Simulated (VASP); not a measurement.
The system is CoSi2.

```
CELL_PARAMETERS angstrom
0.00000 2.58353 2.58353
2.58353 0.00000 2.58353
2.58353 2.58353 0.00000
ATOMIC_POSITIONS crystal
Co 0.00000 0.00000 0.00000
Si 0.25000 0.25000 0.25000
Si 0.75000 0.75000 0.75000
```

Base run:

* Program: VASP 6.6.1
* Functional: PBEsol
* Potentials or basis: VASP PAW PBE potentials, release 64 (Co, Si)
* Cutoff: 520 eV
* k mesh: 14 × 14 × 14
* Occupations: gaussian, width 0.15 eV
* Spin: collinear spin, ferromagnetic start
* Starting moments: [1.65, 0.0, 0.0] μB
* Fixed moment: 1.65 μB

Its results: pressure 31.7 GPa; site moments Co +1.01; Si +0.14 μB.

Task: The run is repeated on the same cell with these changes: fixed moment from 1.65 μB to 1.1 μB; moments at the start from [1.65, 0.0, 0.0] to [1.1, 0.0, 0.0]. What comes out?

Result: Pressure 25.1 GPa; site moments Co +0.67; Si +0.09 μB.

Caveats: the cell stands under pressure; the PAW data sets were made with another functional, which shifts forces and pressure a little; the total moment is fixed, so each spin has its own Fermi level.
